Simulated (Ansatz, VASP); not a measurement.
**Two plane-wave programs on KMgF3**

```
K Mg F
1.0
     6.31980    0.00000    0.00000
    -3.15990    5.47311    0.00000
     0.00000    0.00000    4.56913
K Mg F
2 2 6
Direct
  0.00000 0.00000 0.50000
  0.00000 0.00000 0.00000
  0.33333 0.66667 0.75000
  0.66667 0.33333 0.25000
  0.19914 0.39828 0.25000
  0.80086 0.19914 0.75000
  0.80086 0.60172 0.75000
  0.19914 0.80086 0.25000
  0.60172 0.80086 0.25000
  0.39828 0.19914 0.75000
```

Alike in both runs: functional PBE; k mesh 6 × 6 × 6; occupations gaussian, width 0.02 eV; no spin polarisation.

Ansatz relaxed the structure, and its values are those at the end. VASP's run is a single point on that final structure, the one shown.

|  | VASP | Ansatz |
| --- | --- | --- |
| version | VASP 6.6.1 | Ansatz 0.2.0 |
| potentials or method | VASP PAW PBE potentials, release 64 (K_sv, Mg, F), cutoff 520 eV | scalar-relativistic, plane waves, PAW |
| valence electrons in the cell | 64 | 80 |

```csv
,VASP,Ansatz,Ansatz less VASP
gap on the k mesh at the Fermi level (eV),2.08,2.12,+0.044
least direct gap on the mesh (eV),2.08,2.12,+0.044
pressure (GPa),0.4,0.0,-0.35
rms of the force components (eV/Å),0.020,0.000,-0.0201
```

VASP's potentials hold 64 valence electrons a cell and Ansatz's 80, so a difference there can come from the potentials and not from the codes.
